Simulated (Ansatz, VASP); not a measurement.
BTe: VASP beside Ansatz

```xyz
2
Lattice="3.4626 0.0000 0.0000 -1.7313 2.9987 0.0000 0.0000 0.0000 3.3356" Properties=species:S:1:pos:R:3 pbc="T T T"
B     0.0000    1.9991    1.6678
Te    0.0000    0.0000    0.0000
```

Alike in both runs: task single point; functional PBE; k mesh 6 × 6 × 6; occupations gaussian, width 0.1 eV; no spin polarisation.

|  | VASP | Ansatz |
| --- | --- | --- |
| version | VASP 6.6.1 | Ansatz 0.2.0 |
| potentials or method | VASP PAW PBE potentials, release 64 (B, Te), cutoff 520 eV | scalar-relativistic, plane waves, PAW |
| valence electrons in the cell | 9 | 19 |

|  | VASP | Ansatz | Ansatz less VASP |
| --- | --- | --- | --- |
| gap on the k mesh at the Fermi level (eV) | none | none | - |
| pressure (GPa) | -0.9 | -0.8 | +0.07 |
| traceless stress, the component that is largest in VASP (GPa) | -4.00 | -3.99 | +0.009 |

A gap of «none» marks a metal or a gap that the smearing closes. VASP's potentials hold 9 valence electrons a cell and Ansatz's 19, so a difference there can come from the potentials and not from the codes.

Spin-orbit coupling is off throughout.
